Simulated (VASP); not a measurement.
# Fe (Im-3m) in VASP: single point with PBEsol

Aim: the single point of Fe with PBEsol.

Everything below comes from runs of VASP 6.6.1. Logs are shortened: lines on timing, memory, paths and dates and some standing lists are left out, and cuts for length are marked.

## (1) The cell of the first run

It takes space group Im-3m (No. 229, cubic). The conventional cell has a = 2.788 Å, b = 2.788 Å, c = 2.788 Å, α = 90.00°, β = 90.00°, γ = 90.00°. Fe (site symmetry m-3m) has 14 Fe at 2.41 to 2.79 Å within 3.2 Å.

## (2) Single point, PBEsol, collinear spin, ferromagnetic start

Contents of INCAR:

```
SYSTEM = Fe
ALGO = Normal ; EDIFF = 1E-6
ENCUT = 520 ; GGA = PS
ISIF = 2 ; ISMEAR = -1
ISPIN = 2 ; LASPH = .TRUE.
LCHARG = .TRUE. ; LELF = .TRUE.
LMAXMIX = 4 ; LORBIT = 11
LREAL = .FALSE. ; LVHAR = .TRUE.
LWAVE = .FALSE. ; MAGMOM = 2.5
NBANDS = 14 ; NELM = 150
PREC = Accurate ; SIGMA = 0.1
```

Contents of KPOINTS:

```
k-points
0
G
  22 22 22
  0 0 0
```

Contents of POSCAR:

```
Fe
1.0
   -1.3940650116      1.3940650116      1.3940650116
    1.3940650116     -1.3940650116      1.3940650116
    1.3940650116      1.3940650116     -1.3940650116
Fe
1
Direct
    0.0000000000      0.0000000000      0.0000000000
```

Potentials or basis: VASP PAW PBE potentials, release 64 (Fe).

On the command line:

```bash
cat potpaw_PBE.64/Fe/POTCAR > POTCAR
mpirun -np 1 vasp_std > vasp.out
```

OUTCAR:

```text
SYSTEM = Fe
   EDIFF = 1E-6
   ENCUT = 520
   GGA = PS
   ISIF = 2
   ISMEAR = -1
   ISPIN = 2
   LASPH = .TRUE.
   LORBIT = 11
   LREAL = .FALSE.
   NELM = 150
   PREC = Accurate

 ion  position               nearest neighbor table
   1  0.000  0.000  0.000-

  LATTYP: Found a body centered cubic cell.
 ALAT       =     2.7881300232

  Lattice vectors:

 A1 = (  -1.3940650116,   1.3940650116,   1.3940650116)
 A2 = (   1.3940650116,  -1.3940650116,   1.3940650116)
 A3 = (   1.3940650116,   1.3940650116,  -1.3940650116)

Analysis of symmetry for initial positions (statically):
=====================================================================
 Subroutine PRICEL returns:
 Original cell was already a primitive cell.

 Routine SETGRP: Setting up the symmetry group for a
 body centered cubic supercell.

 Subroutine GETGRP returns: Found 48 space group operations
 (whereof 48 operations were pure point group operations)
 out of a pool of 48 trial point group operations.

The static configuration has the point symmetry O_h .

Analysis of symmetry for dynamics (positions and initial velocities):
=====================================================================
 Subroutine PRICEL returns:
 Original cell was already a primitive cell.

 Routine SETGRP: Setting up the symmetry group for a
 body centered cubic supercell.

 Subroutine GETGRP returns: Found 48 space group operations
 (whereof 48 operations were pure point group operations)
 out of a pool of 48 trial point group operations.

The dynamic configuration has the point symmetry O_h .

Analysis of structural, dynamic, and magnetic symmetry:
=====================================================================
 Subroutine PRICEL returns:
 Original cell was already a primitive cell.

 Routine SETGRP: Setting up the symmetry group for a
 body centered cubic supercell.

 Subroutine GETGRP returns: Found 48 space group operations
 (whereof 48 operations were pure point group operations)
 out of a pool of 48 trial point group operations.

The overall configuration has the point symmetry O_h .

 Subroutine INISYM returns: Found 48 space group operations
 (whereof 48 operations are pure point group operations),
 and found     1 'primitive' translations

----------------------------------------------------------------------------------------

                                     Primitive cell

  volume of cell :      10.8370

  direct lattice vectors                    reciprocal lattice vectors
    -1.394065012  1.394065012  1.394065012     0.000000000  0.358663331  0.358663331
     1.394065012 -1.394065012  1.394065012     0.358663331  0.000000000  0.358663331
     1.394065012  1.394065012 -1.394065012     0.358663331  0.358663331  0.000000000

  length of vectors
     2.414591429  2.414591429  2.414591429     0.507226546  0.507226546  0.507226546

  position of ions in fractional coordinates (direct lattice)
     0.000000000  0.000000000  0.000000000

  ion indices of the primitive-cell ions
   primitive index   ion index
                 1           1

----------------------------------------------------------------------------------------

 KPOINTS: k-points

Automatic generation of k-mesh.
 Grid dimensions read from file:
 generate k-points for:   22   22   22

 Generating k-lattice:

  Cartesian coordinates                     Fractional coordinates (reciprocal lattice)
     0.000000000  0.016302879  0.016302879     0.045454545  0.000000000  0.000000000
     0.016302879  0.000000000  0.016302879     0.000000000  0.045454545  0.000000000
     0.016302879  0.016302879  0.000000000     0.000000000  0.000000000  0.045454545

  Length of vectors
     0.023055752  0.023055752  0.023055752

  Shift w.r.t. Gamma in fractional coordinates (k-lattice)
     0.000000000  0.000000000  0.000000000

 Subroutine IBZKPT returns following result:
 ===========================================

 Found    328 irreducible k-points:

 Following reciprocal coordinates:
            Coordinates               Weight
  0.000000  0.000000  0.000000      1.000000
  0.045455  0.000000  0.000000     12.000000
  0.090909  0.000000  0.000000     12.000000
  0.136364  0.000000  0.000000     12.000000
  0.181818  0.000000  0.000000     12.000000
  0.227273  0.000000  0.000000     12.000000
[... 16 lines left out ...]
  0.090909  0.090909  0.000000     24.000000
  0.136364  0.090909  0.000000     48.000000
 [... further k-points ...]
   k-points           NKPTS =    328   k-points in BZ     NKDIM =    328   number of bands    NBANDS=     14
   number of dos      NEDOS =    301   number of ions     NIONS =      1
   total plane-waves  NPLWV =   5832
   dimension x,y,z NGX =    18 NGY =   18 NGZ =   18
   dimension x,y,z NGXF=    36 NGYF=   36 NGZF=   36
   ions per type =               1
   NGX,Y,Z   is equivalent  to a cutoff of  12.39, 12.39, 12.39 a.u.
   NGXF,Y,Z  is equivalent  to a cutoff of  24.79, 24.79, 24.79 a.u.
 SYSTEM =  Fe
   PREC   = accura    normal or accurate (medium, high low for compatibility)
   ISTART =      0    job   : 0-new  1-cont  2-samecut
   ICHARG =      2    charge: 1-file 2-atom 10-const
   ISPIN  =      2    spin polarized calculation?
   LNONCOLLINEAR =      F non collinear calculations
   LSORBIT =      F    spin-orbit coupling
   LASPH  =      T    aspherical Exc in radial PAW
   ENCUT  =  520.0 eV  38.22 Ry    6.18 a.u.   4.49  4.49  4.49*2*pi/ulx,y,z
   NELM   =    150;   NELMIN=  2; NELMDL= -5     # of ELM steps
   EDIFF  = 0.1E-05   stopping-criterion for ELM
   LREAL  =      F    real-space projection
   EDIFFG = 0.1E-04   stopping-criterion for IOM
   NSW    =      0    number of steps for IOM
   IBRION =     -1    ionic relax: 0-MD 1-quasi-New 2-CG
   NFREE  =      0    steps in history (QN), initial steepest desc. (CG)
   ISIF   =      2    stress and relaxation
   ISYM   =      2    0-nonsym 1-usesym 2-fastsym
   POTIM  = 0.5000    time-step for ionic-motion
   TEBEG  =    0.0;   TEEND  =   0.0 temperature during run
   PSTRESS=    0.0 pullay stress
   NELECT =       8.0000    total number of electrons
   NUPDOWN=      -1.0000    fix difference up-down
   EMIN   =  10.00;   EMAX   =-10.00  energy-range for DOS
   EFERMI =   0.00;   METHOD = LEGACY
   ISMEAR =    -1;   SIGMA  =   0.10  broadening in eV -4-tet -1-fermi 0-gaus
   EFERMI_NEDOS =   21; number of points for ismear=-14 and -15
   IALGO  =     38    algorithm
   IMIX   =      4    mixing-type and parameters
     AMIX     =   0.40;   BMIX     =  1.00
     AMIX_MAG =   1.60;   BMIX_MAG =  1.00
  volume/ion in A,a.u.               =      10.84        73.13
  Fermi-wavevector in a.u.,A,eV,Ry     =   1.479569  2.795979 29.784834  2.189124
  Thomas-Fermi vector in A             =   2.593710
   LORBIT       =     11    0 simple, 1 ext, 2 COOP (PROOUT), +10 PAW based schemes
   GGA     = PS    functional components
   LHFCALC =     F    Hartree Fock is set to
   AEXX    =    0.0000 exact exchange contribution
   IVDW    =     0    specifies the selected vdW correction
   LEPSILON=     F    determine dielectric tensor
   LRPA    =     F    only Hartree local field effects (RPA)
 spin polarized calculation
  energy-cutoff  :      520.00
  volume of cell :       10.84
 maximum number of plane-waves:       321
 NGX is ok and might be reduce to    18
   NGX =  9   NGY =  9   NGZ =  9

 number of electron       8.0000003 magnetization       2.1103635

 Free energy of the ion-electron system (eV)
  ---------------------------------------------------
  ext. energy  EPLUGINS =         0.00000000
  ---------------------------------------------------
  free energy    TOTEN  =        -8.93409293 eV

  energy without entropy =       -8.90268594  energy(sigma->0) =       -8.91838944

 E-fermi :   6.2003     XC(G=0): -13.5491

 val. band max:        6.1990720853   @ k =  -0.2727   0.2727   0.2727
 cond. band min:       6.2224606782   @ k =  -0.4545  -0.4545   0.0455
 fundamental gap:      0.0233885929
 Fermi energy:         6.2003418194

 spin component 1

 k-point     1 :       0.0000    0.0000    0.0000
  band No.  band energies     occupation
      1      -2.6398      1.00000
      2       3.7673      1.00000
      3       3.7673      1.00000
      4       3.7673      1.00000
      5       5.1290      0.99998
      6       5.1290      0.99998
      7      31.5529      0.00000
      8      31.5529      0.00000
      9      31.5529      0.00000
     10      36.9703      0.00000
     11      36.9703      0.00000
     12      39.5213      0.00000
     13      39.5213      0.00000
     14      39.5213      0.00000
[... 375 lines left out ...]
 k-point    24 :       0.1364    0.0909    0.0000
  band No.  band energies     occupation
      1      -1.0587      1.00000
      2       3.4105      1.00000
      3       3.5183      1.00000
      4       4.7112      1.00000
      5       4.8425      1.00000
      6       5.2235      0.99994
      7      25.6525      0.00000
      8      27.3980      0.00000
      9      31.6243      0.00000
     10      32.0805      0.00000
     11      35.9154      0.00000
     12      37.4250      0.00000
     13      41.4409      0.00000
     14      41.5027      0.00000

 [... further k-points ...]

 spin component 2

 k-point     1 :       0.0000    0.0000    0.0000
  band No.  band energies     occupation
      1      -2.3715      1.00000
      2       5.6105      0.99726
      3       5.6105      0.99726
      4       5.6105      0.99726
      5       7.7008      0.00000
      6       7.7009      0.00000
      7      31.4833      0.00000
      8      31.4833      0.00000
      9      31.4833      0.00000
     10      37.2957      0.00000
     11      37.2957      0.00000
     12      40.2468      0.00000
     13      40.2468      0.00000
     14      40.2468      0.00000
[... 375 lines left out ...]
 k-point    24 :       0.1364    0.0909    0.0000
  band No.  band energies     occupation
      1      -0.7636      1.00000
      2       5.1825      0.99996
      3       5.3039      0.99987
      4       6.6168      0.01531
      5       7.2960      0.00002
      6       7.8032      0.00000
      7      26.1663      0.00000
      8      27.8193      0.00000
      9      31.9829      0.00000
     10      32.5813      0.00000
     11      36.3162      0.00000
     12      38.0545      0.00000
     13      41.8314      0.00000
     14      42.0595      0.00000

 [... further k-points ...]

------------------------ aborting loop because EDIFF is reached ----------------------------------------

  FORCE on cell =-STRESS in cart. coord.  units (eV):
  Direction    XX          YY          ZZ          XY          YZ          ZX
  --------------------------------------------------------------------------------------
  -------------------------------------------------------------------------------------
  Total       -0.0098126     -0.0098126     -0.0098126      0.0000000      0.0000000      0.0000000
  in kB       -1.4507309     -1.4507309     -1.4507309      0.0000000      0.0000000      0.0000000
  external PRESSURE =      -1.4507309 kB  Pullay stress =       0.0000000 kB

 VOLUME and BASIS-vectors are now :
 -----------------------------------------------------------------------------
  energy-cutoff  :      520.00
  volume of cell :       10.84
      direct lattice vectors                 reciprocal lattice vectors
    -1.394065012  1.394065012  1.394065012     0.000000000  0.358663331  0.358663331
     1.394065012 -1.394065012  1.394065012     0.358663331  0.000000000  0.358663331
     1.394065012  1.394065012 -1.394065012     0.358663331  0.358663331  0.000000000

 POSITION                                       TOTAL-FORCE (eV/Angst)
 -----------------------------------------------------------------------------------
      0.00000      0.00000      0.00000         0.000000     -0.000000      0.000000
 -----------------------------------------------------------------------------------
    total drift:                                0.000000      0.000000      0.000000

  FREE ENERGIE OF THE ION-ELECTRON SYSTEM (eV)
  ---------------------------------------------------
  free  energy   TOTEN  =        -8.9340929289 eV

  energy  without entropy=       -8.9026859415  energy(sigma->0) =       -8.91838944

 total charge

# of ion       s       p       d       tot
------------------------------------------
    1        0.511   0.588   6.276   7.375

 magnetization (x)

# of ion       s       p       d       tot
------------------------------------------
    1       -0.012  -0.049   2.153   2.092
```

It took 48 s on 1 thread of Intel Xeon Platinum 8488C (Sapphire Rapids), shared host; peak memory 0.19 GiB.

Results:

| Item | Value |
| --- | --- |
| Free energy | -8.9341 eV |
| Pressure | -0.1 GPa |
| Net moment | 2.11 μB per cell |
| Site moments | Fe +2.09 μB |
| Valence electrons inside the program's atomic spheres | Fe 7.38 |

Caveat: the PAW data sets were made with another functional, which shifts forces and pressure a little.
